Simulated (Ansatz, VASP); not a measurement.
This is a calculation of CdTe for Ansatz 0.2.0.

The input input.yaml:

```yaml
crystal:
  lattice:
    - [0.0, 3.2678590959, 3.2678590959]
    - [3.2678590959, 0.0, 3.2678590959]
    - [3.2678590959, 3.2678590959, 0.0]
  atoms:
    - { symbol: Te, position: [0.75, 0.75, 0.75] }
    - { symbol: Cd, position: [0.0, 0.0, 0.0] }
hamiltonian:
  xc: r2scan
  pseudopotentials: { kind: paw_fr }
magnetization:
  noncollinear: true
  spin_orbit: true
kpoints:
  mp_grid: { grid: [7, 7, 7] }
scf:
  occupations: { method: fermi_dirac, width: 0.05 }
output:
  forces: true
  stress: true
  eigenvalues: true
```

Potentials or basis: Ansatz PAW.

Run with:

```console
$ ansatz run input.yaml --threads 2 --pin off --max-ram 5120MiB --backend cpu --events-out ev --progress --plain --runs-dir out
```

Q: Set up the same calculation for VASP 6.6.1. Potentials there: VASP PAW PBE potentials, release 64 (Te, Cd).

A: As run (the cutoff follows the program's own potentials):

File POSCAR:

```
CdTe
1.0
    0.0000000000      3.2678590959      3.2678590959
    3.2678590959      0.0000000000      3.2678590959
    3.2678590959      3.2678590959      0.0000000000
Te Cd
1 1
Direct
    0.7500000000      0.7500000000      0.7500000000
    0.0000000000      0.0000000000      0.0000000000
```

The input INCAR.step1:

```
SYSTEM = CdTe
PREC = Accurate ; ENCUT = 520
ISMEAR = -1 ; SIGMA = 0.05
LREAL = .FALSE. ; LASPH = .TRUE.
NELM = 150 ; MAGMOM = 0 0 0 0 0 0
LSORBIT = .TRUE. ; GGA_COMPAT = .FALSE.
NBANDS = 30 ; GGA = PE
ALGO = Normal ; EDIFF = 1E-4
LWAVE = .TRUE. ; LCHARG = .FALSE.
```

INCAR.step2

```
SYSTEM = CdTe
PREC = Accurate ; ENCUT = 520
EDIFF = 1E-6 ; ISMEAR = -1
SIGMA = 0.05 ; LREAL = .FALSE.
LASPH = .TRUE. ; NELM = 150
ALGO = Normal ; ISIF = 2
LWAVE = .FALSE. ; LCHARG = .FALSE.
MAGMOM = 0 0 0 0 0 0 ; LORBIT = 11
LSORBIT = .TRUE. ; GGA_COMPAT = .FALSE.
LORBMOM = .TRUE. ; METAGGA = R2SCAN
LMIXTAU = .TRUE. ; NBANDS = 30
ISTART = 1
```

KPOINTS

```
Automatic mesh
0
G
  7 7 7
  0 0 0
```

Potentials or basis: VASP PAW PBE potentials, release 64 (Te, Cd).

Run with:

```console
$ cat potpaw_PBE.64/Te/POTCAR potpaw_PBE.64/Cd/POTCAR > POTCAR
$ cp INCAR.step1 INCAR
$ mpirun -np 1 vasp_ncl > vasp.out
$ cp INCAR.step2 INCAR
$ mpirun -np 1 vasp_ncl > vasp.out
```

Both were run:

|  | VASP | Ansatz | Ansatz less VASP |
| --- | --- | --- | --- |
| pressure (GPa) | 0.5 | 0.4 | -0.13 |

VASP's potentials were made for PBE, not for r2SCAN. The functional is the same, so the differences come from potentials, cutoffs and numerics. VASP's potentials hold 18 valence electrons a cell and Ansatz's 36, so a difference there can come from the potentials and not from the codes.

Noted on Ansatz's run: odd divisions of the mesh miss points on the zone boundary, where band edges often lie, so the gap on the mesh can be too wide.
